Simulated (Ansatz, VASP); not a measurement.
# One calculation of ZrB2, two programs

```
CELL_PARAMETERS angstrom
3.17000 0.00000 0.00000
-1.58500 2.74530 0.00000
0.00000 0.00000 3.53300
ATOMIC_POSITIONS crystal
Zr 0.00000 0.00000 0.00000
B 0.33333 0.66667 0.50000
B 0.66667 0.33333 0.50000
```

Alike in both runs: task relaxation of cell and atoms; functional PBEsol; k mesh 11 × 11 × 9; occupations fermi-dirac, width 0.1 eV; no spin polarisation.

```csv
,VASP,Ansatz
version,VASP 6.6.1,Ansatz 0.2.0
potentials or method,"VASP PAW PBE potentials, release 64 (Zr_sv, B), cutoff 600 eV",PAW plane waves
valence electrons in the cell,18,18
```

VASP gave:

- gap on the k mesh at the Fermi level, each at its own relaxed structure (eV): none
- relaxed volume (Å³/atom): 10.09
- relaxed cell length with the largest relative difference (Å): 3.509

Task: What did Ansatz give for the same quantities?

Result: gap on the k mesh at the Fermi level, each at its own relaxed structure (eV): none; relaxed volume (Å³/atom): 10.08; relaxed cell length with the largest relative difference (Å): 3.508.

VASP's potentials were made for PBE, not for PBEsol, and Ansatz warns of the same on its side. A gap of «none» marks a metal or a gap that the smearing closes.
